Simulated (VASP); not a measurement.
A run of VASP 6.6.1:

INCAR

```
PREC = Accurate
ENCUT = 600
EDIFF = 1E-6
ISMEAR = 0
SIGMA = 0.1
LREAL = F
LASPH = T
NELM = 100
ALGO = Normal
ISIF = 3
LWAVE = F
LCHARG = F
GGA = PE
IBRION = 2
NSW = 100
EDIFFG = -0.01
```

KPOINTS

```
regular mesh
0
Gamma
  8 8 8
```

The input POSCAR:

```
Ga4AsN3
1.0
    4.6510545133      0.0000000000      0.0000000000
    0.0000000000      4.6510545133      0.0000000000
    0.0000000000      0.0000000000      4.6510545133
Ga As N
4 1 3
Direct
    0.0000000000      0.5000000000      0.0000000000
    0.5000000000      0.5000000000      0.5000000000
    0.0000000000      0.0000000000      0.5000000000
    0.5000000000      0.0000000000      0.0000000000
    0.0000000000      0.0000000000      0.0000000000
    0.5000000000      0.0000000000      0.5000000000
    0.5000000000      0.5000000000      0.0000000000
    0.0000000000      0.5000000000      0.5000000000
```

Potentials or basis: VASP PAW PBE potentials, release 64 (Ga_d, As, N).

Command:

```sh
$ cat potpaw_PBE.64/Ga_d/POTCAR potpaw_PBE.64/As/POTCAR potpaw_PBE.64/N/POTCAR > POTCAR
$ mpirun -np 1 vasp_std > vasp.out
```

Hardware: 1 thread of Intel(R) Xeon(R) 6975P-C (Granite Rapids), with other jobs on the host.

Q: Estimate the wall time of this run.

A: Wall time 100 s on 1 thread of Intel(R) Xeon(R) 6975P-C (Granite Rapids), on a shared host, peak memory 0.33 GiB. Counts: scf iterations 15, k points 35, ion steps 1.
